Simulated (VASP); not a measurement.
Write the native input for VASP 6.6.1 that does the following.

```yaml
Task: relaxation of cell and atoms
Functional: PBE
Potentials_or_basis: VASP PAW PBE potentials, release 64 (Ta_pv, Nb_sv, O)
Cutoff: 600 eV
k_mesh: 4 × 4 × 2
Occupations: gaussian, width 0.1 eV
Spin: no spin polarisation
Dipole_correction: no
Further_INCAR_settings: ALGO = Normal; EDIFF = 1e-06; IBRION = 2; EDIFFG = -0.04; NSW = 90; ISIF = 3
```

The structure of Ta2NbO2 lies in POSCAR:

```
Ta2NbO2
1.0
    4.4368546882      0.0000000000      0.0000000000
   -1.0119554894      4.9033524189      0.0000000000
   -0.3362390627     -0.3911678604      7.7006550777
Ta Nb O
4 2 4
Direct
    0.4514873639      0.0529964977      0.0390276402
    0.5821202293      0.9594670543      0.5515690714
    0.0190217991      0.4213433843      0.0422291517
    0.9855905681      0.6240748479      0.5484317883
    0.4830559945      0.4985469332      0.7780096454
    0.4062191255      0.3957934219      0.3758689566
    0.5493654839      0.0241345901      0.2902793688
    0.5262155910      0.9324444248      0.8004724145
    0.0008952742      0.5380708976      0.2820223116
    0.9960285704      0.5531279484      0.7920896514
```

One way to write it, as run:

INCAR

```
PREC = Accurate
ENCUT = 600
EDIFF = 1E-6
ISMEAR = 0
SIGMA = 0.1
LREAL = False
LASPH = True
NELM = 100
ALGO = Normal
ISIF = 3
LWAVE = False
LCHARG = False
GGA = PE
IBRION = 2
NSW = 90
EDIFFG = -0.04
```

KPOINTS

```
regular mesh
0
Gamma
  4 4 2
```

Potentials or basis: VASP PAW PBE potentials, release 64 (Ta_pv, Nb_sv, O).

Launch:

```console
$ cat potpaw_PBE.64/Ta_pv/POTCAR potpaw_PBE.64/Nb_sv/POTCAR potpaw_PBE.64/O/POTCAR > POTCAR
$ mpirun -np 1 vasp_std > vasp.out
```

It gave:

```
Relaxed volume                        : 14.76 Å³/atom
Relaxed cell                          : a = 4.197 Å, b = 4.198 Å, c = 8.379 Å, α = 90.00°, β = 90.00°, γ = 89.98°
Space group after relaxing (to 0.1 Å) : P4/mmm (No. 123)
Energy gained by relaxing             : 395.7 meV/atom
Ionic steps                           : 34
Pressure after relaxing               : -0.1 GPa
Largest force after relaxing          : 0.028 eV/Å
Band gap on the k mesh                : zero (bands 47 and 48 overlap by 0.91 eV)
```

Caveat: the k points lie up to 0.37 Å⁻¹ apart in the final cell, too coarse for converged energies and pressures of a metal; a cell axis changed by over 15 % at a fixed basis, so the end point is rough; spin-orbit coupling is left out, which moves the levels of the heavy elements.

Wall time 65 min on 1 thread of Intel(R) Xeon(R) 6975P-C (Granite Rapids) (shared host), peak memory 0.44 GiB.
